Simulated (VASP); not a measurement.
# Na (Im-3m) in VASP: single point with PBE

Aim: the single point of Na with PBE.

Program: VASP 6.6.1. These are calculated values, not measurements. Logs are shortened: lines on timing, memory, paths and dates and some standing lists are left out, and cuts for length are marked.

### Step 1. The cell of the first run

Symmetry: Im-3m, No. 229, cubic system. Conventional cell: a = 4.197 Å, b = 4.197 Å, c = 4.197 Å, α = 90.00°, β = 90.00°, γ = 90.00°. Na (site symmetry m-3m) has 14 Na at 3.63 to 4.20 Å within 4.8 Å.

### Step 2. Single point, PBE, non-collinear spin, zero start, spin-orbit coupling (36.96 Å³/atom)

Contents of INCAR:

```
SYSTEM = Na
PREC     = Accurate       ! precision mode
ENCUT    = 500            ! plane-wave cutoff, eV
EDIFF    = 1E-6           ! SCF threshold, eV
ISMEAR   = 0              ! smearing method
SIGMA    = 0.05           ! smearing width, eV
LREAL    = .FALSE.        ! projectors in reciprocal space
LASPH    = .TRUE.         ! aspherical terms in the spheres
NELM     = 200            ! most SCF steps
ALGO     = Normal         ! electronic algorithm
ISIF     = 2              ! what is computed and relaxed
LWAVE    = .FALSE.        ! write WAVECAR
LCHARG   = .TRUE.         ! write CHGCAR
LNONCOLLINEAR= .TRUE.         ! non-collinear magnetism
MAGMOM   = 0 0 0          ! initial moments
LORBIT   = 11             ! projections on sites
LSORBIT  = .TRUE.         ! spin-orbit coupling
GGA_COMPAT= .FALSE.      
LORBMOM  = .TRUE.       
GGA      = PE             ! functional
LVHAR    = .TRUE.       
NBANDS   = 18             ! bands
```

Contents of KPOINTS:

```
regular mesh
0
G
  14 14 14
  0 0 0
```

Contents of POSCAR:

```
Na
1.0
   -2.0983416308      2.0983416308      2.0983416308
    2.0983416308     -2.0983416308      2.0983416308
    2.0983416308      2.0983416308     -2.0983416308
Na
1
Direct
    0.0000000000      0.0000000000      0.0000000000
```

Potentials or basis: VASP PAW PBE potentials, release 64 (Na_pv).

The run is started by

```bash
$ cat potpaw_PBE.64/Na_pv/POTCAR > POTCAR
$ mpirun -np 1 vasp_ncl > vasp.out
```

OUTCAR:

```text
SYSTEM = Na
   PREC = Accurate
   ENCUT = 500
   EDIFF = 1E-6
   ISMEAR = 0
   LREAL = .FALSE.
   LASPH = .TRUE.
   NELM = 200
   ISIF = 2
   LNONCOLLINEAR = .TRUE.
   LORBIT = 11
   LSORBIT = .TRUE.
   GGA = PE

 ion  position               nearest neighbor table
   1  0.000  0.000  0.000-

  LATTYP: Found a body centered cubic cell.
 ALAT       =     4.1966832616

  Lattice vectors:

 A1 = (  -2.0983416308,   2.0983416308,   2.0983416308)
 A2 = (   2.0983416308,  -2.0983416308,   2.0983416308)
 A3 = (   2.0983416308,   2.0983416308,  -2.0983416308)

Analysis of symmetry for initial positions (statically):
=====================================================================
 Subroutine PRICEL returns:
 Original cell was already a primitive cell.

 Routine SETGRP: Setting up the symmetry group for a
 body centered cubic supercell.

 Subroutine GETGRP returns: Found 48 space group operations
 (whereof 48 operations were pure point group operations)
 out of a pool of 48 trial point group operations.

The static configuration has the point symmetry O_h .

Analysis of symmetry for dynamics (positions and initial velocities):
=====================================================================
 Subroutine PRICEL returns:
 Original cell was already a primitive cell.

 Routine SETGRP: Setting up the symmetry group for a
 body centered cubic supercell.

 Subroutine GETGRP returns: Found 48 space group operations
 (whereof 48 operations were pure point group operations)
 out of a pool of 48 trial point group operations.

The dynamic configuration has the point symmetry O_h .

Analysis of structural, dynamic, and magnetic symmetry:
=====================================================================
 Subroutine PRICEL returns:
 Original cell was already a primitive cell.

 Routine SETGRP: Setting up the symmetry group for a
 body centered cubic supercell.

 Subroutine GETGRP returns: Found 48 space group operations
 (whereof 48 operations were pure point group operations)
 out of a pool of 48 trial point group operations.

The overall configuration has the point symmetry O_h .

 Subroutine INISYM returns: Found 48 space group operations
 (whereof 48 operations are pure point group operations),
 and found     1 'primitive' translations

[... 142 lines left out ...]

 E-fermi :   0.3027     XC(G=0):  -6.5105

 val. band max:        0.2866483630   @ k =  -0.3571   0.4286   0.1429
 cond. band min:       0.3676503634   @ k =   0.3571   0.0714   0.0714
 fundamental gap:      0.0810020004
 Fermi energy:         0.3027207418

 k-point     1 :       0.0000    0.0000    0.0000
  band No.  band energies     occupation
      1     -24.6800      1.00000
      2     -24.6800      1.00000
      3     -24.5014      1.00000
      4     -24.5014      1.00000
      5     -24.5014      1.00000
      6     -24.5014      1.00000
[... 481 lines left out ...]
      5     -24.5119      1.00000
      6     -24.5119      1.00000
[... 10 lines left out ...]
     17      13.5044      0.00000
     18      13.5044      0.00000

 [... further k-points ...]

------------------------ aborting loop because EDIFF is reached ----------------------------------------

  FORCE on cell =-STRESS in cart. coord.  units (eV):
  Direction    XX          YY          ZZ          XY          YZ          ZX
  --------------------------------------------------------------------------------------
  -------------------------------------------------------------------------------------
  Total       -0.0166215     -0.0166215     -0.0166215      0.0000000     -0.0000000      0.0000000
  in kB       -0.7205946     -0.7205946     -0.7205946      0.0000000     -0.0000000      0.0000000
  external PRESSURE =      -0.7205946 kB  Pullay stress =       0.0000000 kB

 VOLUME and BASIS-vectors are now :
 -----------------------------------------------------------------------------
  energy-cutoff  :      500.00
  volume of cell :       36.96
      direct lattice vectors                 reciprocal lattice vectors
    -2.098341631  2.098341631  2.098341631     0.000000000  0.238283410  0.238283410
     2.098341631 -2.098341631  2.098341631     0.238283410  0.000000000  0.238283410
     2.098341631  2.098341631 -2.098341631     0.238283410  0.238283410  0.000000000

 POSITION                                       TOTAL-FORCE (eV/Angst)
 -----------------------------------------------------------------------------------
      0.00000      0.00000      0.00000        -0.000000      0.000000      0.000000
 -----------------------------------------------------------------------------------
    total drift:                               -0.000000     -0.000000     -0.000000

  FREE ENERGIE OF THE ION-ELECTRON SYSTEM (eV)
  ---------------------------------------------------
  free  energy   TOTEN  =        -1.3111527250 eV

  energy  without entropy=       -1.3100038042  energy(sigma->0) =       -1.31057826

 orbital moment (x)

 # of ion     p       tot
 --------------------------------
  1         0.000   0.000
 --------------------------------
            0.000   0.000

 orbital moment (y)

 # of ion     p       tot
 --------------------------------
  1        -0.000  -0.000
 --------------------------------
           -0.000  -0.000

 orbital moment (z)

 # of ion     p       tot
 --------------------------------
  1         0.000   0.000
 --------------------------------
            0.000   0.000

 Spin-Orbit-Coupling matrix elements

 Ion:    1  E_soc:     -0.0007334
 l=   1
     0.0000000    -0.0001222    -0.0001222
    -0.0001222     0.0000000    -0.0001222
    -0.0001222    -0.0001222     0.0000000
 l=   2
     0.0000000     0.0000000     0.0000000     0.0000000     0.0000000
     0.0000000     0.0000000     0.0000000     0.0000000     0.0000000
     0.0000000     0.0000000     0.0000000     0.0000000     0.0000000
     0.0000000     0.0000000     0.0000000     0.0000000     0.0000000
     0.0000000     0.0000000     0.0000000     0.0000000     0.0000000
 l=   3
     0.0000000     0.0000000     0.0000000     0.0000000     0.0000000     0.0000000     0.0000000
     0.0000000     0.0000000     0.0000000     0.0000000     0.0000000     0.0000000     0.0000000
     0.0000000     0.0000000     0.0000000     0.0000000     0.0000000     0.0000000     0.0000000
     0.0000000     0.0000000     0.0000000     0.0000000     0.0000000     0.0000000     0.0000000
     0.0000000     0.0000000     0.0000000     0.0000000     0.0000000     0.0000000     0.0000000
     0.0000000     0.0000000     0.0000000     0.0000000     0.0000000     0.0000000     0.0000000
     0.0000000     0.0000000     0.0000000     0.0000000     0.0000000     0.0000000     0.0000000

 total charge

# of ion       s       p       d       tot
------------------------------------------
    1        0.098   5.964   0.000   6.062

 magnetization (x)

# of ion       s       p       d       tot
------------------------------------------
    1       -0.000   0.000   0.000  -0.000

 magnetization (y)

# of ion       s       p       d       tot
------------------------------------------
    1        0.000   0.000   0.000   0.000

 magnetization (z)

# of ion       s       p       d       tot
------------------------------------------
    1        0.000   0.000   0.000   0.000
```

OSZICAR:

```text
N       E                     dE             d eps       ncg     rms          rms(c)
DAV:   1     0.556660441200E+02    0.55666E+02   -0.35365E+03  3810   0.721E+02
DAV:   2     0.142569424561E+01   -0.54240E+02   -0.53126E+02  3920   0.239E+02
DAV:   3    -0.127164457236E+01   -0.26973E+01   -0.26908E+01  4584   0.571E+01
DAV:   4    -0.131100956868E+01   -0.39365E-01   -0.39354E-01  4550   0.743E+00
DAV:   5    -0.131181983644E+01   -0.81027E-03   -0.81022E-03  4276   0.106E+00    0.205E-01
DAV:   6    -0.131143280434E+01    0.38703E-03   -0.49475E-04  4550   0.317E-01    0.138E-01
DAV:   7    -0.131116042304E+01    0.27238E-03   -0.74604E-04  5130   0.356E-01    0.184E-02
DAV:   8    -0.131115242018E+01    0.80029E-05   -0.55088E-05  4876   0.145E-01    0.123E-02
DAV:   9    -0.131115272497E+01   -0.30479E-06   -0.38140E-07  2982   0.775E-03
   1 F= -.13111527E+01 E0= -.13105783E+01  d E =-.114892E-02  mag=     0.0000     0.0000    -0.0000
```

It took 2.4 min on 1 thread of Intel Xeon 8259CL, shared host; peak memory 0.28 GiB.

What came out:

- Free energy: -1.3112 eV
- Pressure: -0.1 GPa
- Net moment: 0.00 μB per cell
- Valence electrons inside the program's atomic spheres: Na 6.06

Moments on the atoms (μB; x, y, z):
```
Na  0.00 0.00 0.00
```
